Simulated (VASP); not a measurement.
Input of a VASP 6.6.1 run:

Contents of INCAR:

```
SYSTEM = HfTi2Ge3
  PREC = Accurate
  ENCUT = 600
  EDIFF = 1E-6
  ISMEAR = 0
  SIGMA = 0.2
  LREAL = .False.
  LASPH = .True.
  NELM = 80
  ALGO = Normal
  ISIF = 3
  LWAVE = .False.
  LCHARG = .False.
  GGA = PE
  IBRION = 2
  NSW = 36
  EDIFFG = -0.08
```

Contents of KPOINTS:

```
regular mesh
0
Gamma
  5 5 2
  0 0 0
```

The input POSCAR:

```
HfTi2Ge3
1.0
    3.4954974200      0.0000000000      0.0000000000
    0.0000000000      3.4954974200      0.0000000000
    0.0000000000      0.0000000000      7.7649320600
Hf Ti Ge
1 2 3
Direct
    0.5000000000      0.5000000000      0.0000000000
    0.5000000000      0.0000000000      0.7398749000
    0.0000000000      0.5000000000      0.2601251000
    0.5000000000      0.0000000000      0.3835413500
    0.0000000000      0.5000000000      0.6164586500
    0.0000000000      0.0000000000      0.0000000000
```

Potentials or basis: VASP PAW PBE potentials, release 64 (Hf_pv, Ti_sv, Ge_d).

The run is started by

```sh
$ cat potpaw_PBE.64/Hf_pv/POTCAR potpaw_PBE.64/Ti_sv/POTCAR potpaw_PBE.64/Ge_d/POTCAR > POTCAR
$ mpirun -np 1 vasp_std > vasp.out
```

Task: What does it give for the space group after relaxing (to 0.1 Å)?

Result: P-4m2 (No. 115).

Task: Estimate the relaxed volume.

Result: 17.54 Å³/atom.

Stress tensor (GPa, compression positive):
```
 0.01  0.00  0.00
 0.00  0.01  0.00
 0.00  0.00 -0.72
```

Caveat: the k points lie up to 0.42 Å⁻¹ apart in the final cell, too coarse for converged energies and pressures of a metal.
